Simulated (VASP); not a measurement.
The system is W.

```
CELL_PARAMETERS angstrom
0.00000 2.03000 2.03000
2.03000 0.00000 2.03000
2.03000 2.03000 0.00000
ATOMIC_POSITIONS crystal
W 0.00000 0.00000 0.00000
```

Base run:

```yaml
Program: VASP 6.6.1
Functional: r2SCAN
Potentials_or_basis: VASP PAW PBE potentials, release 64 (W_sv)
Cutoff: 520 eV
k_mesh: 14 × 14 × 14
Occupations: fermi-dirac, width 0.5 eV
Spin: no spin polarisation
```

Its results: band gap on the k mesh zero (band 7 reaches 12.98 eV, above the bottom of band 8 at 9.54 eV); pressure -4.3 GPa.

**Question.** The run is repeated on the same cell with these changes: occupations from fermi-dirac, width 0.5 eV to fermi-dirac, width 0.2 eV. What comes out?

**Answer.** Band gap on the k mesh zero (band 7 reaches 12.98 eV, above the bottom of band 8 at 9.52 eV); pressure -7.3 GPa.

Caveats: the PAW data sets were made with another functional, which shifts forces and pressure a little; spin-orbit coupling is left out, which moves the levels of the heavy elements.
